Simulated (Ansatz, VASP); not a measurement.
HfC in VASP and in Ansatz

The input INCAR:

```
SYSTEM = HfC
PREC = Accurate
ENCUT = 520
EDIFF = 1E-6
ISMEAR = -1
SIGMA = 0.05
LREAL = .False.
LASPH = .True.
NELM = 100
ALGO = Normal
ISIF = 2
LWAVE = .False.
LCHARG = .False.
GGA = PE
NBANDS = 22
```

Contents of KPOINTS:

```
regular mesh
0
Gamma
  10 10 6
  0 0 0
```

File POSCAR:

```
HfC
1.0
    2.6167741544      0.0000000000      0.0000000000
   -1.3083870772      2.2661928936      0.0000000000
    0.0000000000      0.0000000000      4.9412364664
Hf C
2 2
Direct
    0.0000000000      0.0000000000      0.0000000000
    0.0000000000      0.0000000000      0.5000000000
    0.3333333333      0.6666666667      0.2500000000
    0.6666666667      0.3333333333      0.7500000000
```

Input for Ansatz:

```yaml
crystal:
  lattice:
    - [2.6167741544, 0.0, 0.0]
    - [-1.3083870772, 2.2661928936, 0.0]
    - [0.0, 0.0, 4.9412364664]
  atoms:
    - { symbol: Hf, position: [0.0, 0.0, 0.0] }
    - { symbol: Hf, position: [0.0, 0.0, 0.5] }
    - { symbol: C, position: [0.3333333333, 0.6666666667, 0.25] }
    - { symbol: C, position: [0.6666666667, 0.3333333333, 0.75] }
kpoints:
  mp_grid: { grid: [10, 10, 6] }
scf:
  occupations: { method: fermi_dirac, width: 0.05 }
hamiltonian:
  xc: pbe
  pseudopotentials: { kind: all_electron, datasets: crystal }
output:
  forces: true
  stress: true
  eigenvalues: true
```

Change from the starting cell: volume scaled by 0.55, crystal datasets.

Alike in both runs: task single point; functional PBE; k mesh 10 × 10 × 6; occupations fermi-dirac, width 0.05 eV; no spin polarisation.

```csv
,VASP,Ansatz
version,VASP 6.6.1,Ansatz 0.2.0
potentials or method,"VASP PAW PBE potentials, release 64 (Hf_pv, C), cutoff 520 eV","all-electron PAW with datasets made for the crystal, scalar-relativistic"
```

```tsv
	VASP	Ansatz	Ansatz less VASP
pressure (GPa)	375.6	371.3	-4.25
traceless stress, the component that is largest in VASP (GPa)	-0.89	0.59	+1.480
```

Both programs put the cell under a high pressure, so it lies far from rest at this level. Ansatz ran all-electron here, and VASP with PAW potentials.

Spin-orbit coupling is off throughout. Noted on VASP's run: the cell as given lies far from equilibrium.
